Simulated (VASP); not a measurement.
A run of VASP 6.6.1 is set up as follows.

INCAR

```
SYSTEM = SiNi
ALGO     = Normal         ! electronic algorithm
EDIFF    = 1E-7           ! SCF threshold, eV
ENCUT    = 520            ! plane-wave cutoff, eV
GGA      = RE             ! functional
ISIF     = 2              ! what is computed and relaxed
ISMEAR   = -1             ! smearing method
ISPIN    = 2              ! spin polarisation
IVDW     = 13             ! dispersion correction
LASPH    = .True.         ! aspherical terms in the spheres
LCHARG   = .False.        ! write CHGCAR
LMAXMIX  = 4              ! l up to which the mixer works
LORBIT   = 11             ! projections on sites
LREAL    = .False.        ! projectors in reciprocal space
LWAVE    = .False.        ! write WAVECAR
MAGMOM   = 1 1 1 1 0 0 0 0 ! initial moments
NBANDS   = 42             ! bands
NELM     = 150            ! most SCF steps
PREC     = Accurate       ! precision mode
SIGMA    = 0.05           ! smearing width, eV
```

The input KPOINTS:

```
k-points
0
Gamma
  6 6 6
  0 0 0
```

File POSCAR:

```
SiNi
1.0
    4.4433421860      0.0000000000      0.0000000000
    0.0000000000      4.4433421860      0.0000000000
    0.0000000000      0.0000000000      4.4433421860
Ni Si
4 4
Direct
    0.1493705005      0.1493705005      0.1493705005
    0.6493705005      0.3506294995      0.8506294995
    0.8506294995      0.6493705005      0.3506294995
    0.3506294995      0.8506294995      0.6493705005
    0.8469197105      0.8469197105      0.8469197105
    0.3469197105      0.6530802895      0.1530802895
    0.1530802895      0.3469197105      0.6530802895
    0.6530802895      0.1530802895      0.3469197105
```

Potentials or basis: VASP PAW PBE potentials, release 64 (Ni, Si).

Run with:

```console
$ cat potpaw_PBE.64/Ni/POTCAR potpaw_PBE.64/Si/POTCAR > POTCAR
$ mpirun -np 1 vasp_std > vasp.out
```

**Question.** Predict the dispersion energy per atom.

**Answer.** -0.920 eV.

**Question.** Estimate the net moment.

**Answer.** 0.00 μB per cell.

**Question.** Estimate the pressure.

**Answer.** -0.2 GPa.

Caveat: the PAW data sets were made with another functional, which shifts forces and pressure a little; pairwise dispersion overbinds metals, which lowers pressure and volume.
